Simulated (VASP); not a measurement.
Wanted: the native input for a VASP 6.6.1 run.

```yaml
Task: single point
Functional: PBE
Potentials_or_basis: VASP PAW PBE potentials, release 64 (Zr_sv, S)
Cutoff: 520 eV
k_mesh: 5 × 5 × 5
Occupations: fermi-dirac, width 0.1 eV
Spin: no spin polarisation
Dipole_correction: no
Further_INCAR_settings: ALGO = Normal; EDIFF = 1e-07; NBANDS = 32
```

The structure of Zr3S2 lies in POSCAR:

```
Zr3S2
1.0
    2.9025380000      1.6757810000      3.4877730000
   -2.9025380000      1.6757810000      3.4877730000
    0.0000000000     -3.3515620000      3.4877730000
Zr S
3 2
Direct
    0.1612730000      0.8387270000      0.5000000000
    0.5000000000      0.1612730000      0.8387270000
    0.8387270000      0.5000000000      0.1612730000
    0.3349770000      0.3349770000      0.3349770000
    0.6650230000      0.6650230000      0.6650230000
```

The input as run:

INCAR

```
SYSTEM = Zr3S2
PREC = Accurate
ENCUT = 520
EDIFF = 1E-7
ISMEAR = -1
SIGMA = 0.1
LREAL = .FALSE.
LASPH = .TRUE.
NELM = 100
ALGO = Normal
ISIF = 2
LWAVE = .FALSE.
LCHARG = .FALSE.
GGA = PE
NBANDS = 32
```

KPOINTS

```
regular mesh
0
G
  5 5 5
  0 0 0
```

Potentials or basis: VASP PAW PBE potentials, release 64 (Zr_sv, S).

Launch:

```bash
$ cat potpaw_PBE.64/Zr_sv/POTCAR potpaw_PBE.64/S/POTCAR > POTCAR
$ mpirun -np 1 vasp_std > vasp.out
```

Results of the run:

```
Pressure               : -0.8 GPa
Largest force          : 0.055 eV/Å
Band gap on the k mesh : zero (bands 24 and 25 overlap by 0.20 eV)
```

It took 70 s on 1 thread of Intel Xeon 8259CL (shared host), peak memory 0.22 GiB.
